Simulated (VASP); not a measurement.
Wanted: the native input for a VASP 6.6.1 run.

```
Task                   : single point
Functional             : PBE
Potentials or basis    : VASP PAW PBE potentials, release 64 (Sc_sv)
Cutoff                 : 520 eV
k mesh                 : 10 × 10 × 10
Occupations            : gaussian, width 0.05 eV
Spin                   : no spin polarisation
Dipole correction      : no
Further INCAR settings : ALGO = Normal; EDIFF = 1e-07; NBANDS = 12
```

The structure of Sc lies in POSCAR:

```
Sc
1.0
   -1.9172054859      1.9172054859      1.7176030000
    1.9172054859     -1.9172054859      1.7176030000
    1.9172054859      1.9172054859     -1.7176030000
Sc
1
Direct
    0.0000000000      0.0000000000      0.0000000000
```

One way to write it, as run:

INCAR

```
SYSTEM = Sc
ALGO = Normal
EDIFF = 1E-7
ENCUT = 520
GGA = PE
ISIF = 2
ISMEAR = 0
LASPH = .True.
LCHARG = .False.
LREAL = .False.
LWAVE = .False.
NBANDS = 12
NELM = 60
PREC = Accurate
SIGMA = 0.05
```

KPOINTS

```
k-points
0
Gamma
  10 10 10
  0 0 0
```

Potentials or basis: VASP PAW PBE potentials, release 64 (Sc_sv).

Run with:

```console
$ cat potpaw_PBE.64/Sc_sv/POTCAR > POTCAR
$ mpirun -np 1 vasp_std > vasp.out
```

It gave:

| Quantity | Value |
| --- | --- |
| Pressure | -0.8 GPa |

Wall time 17 s on 1 thread of Intel(R) Xeon(R) Platinum 8259CL CPU @ 2.50GHz (Skylake/Cascade Lake) (shared host), peak memory 0.16 GiB.
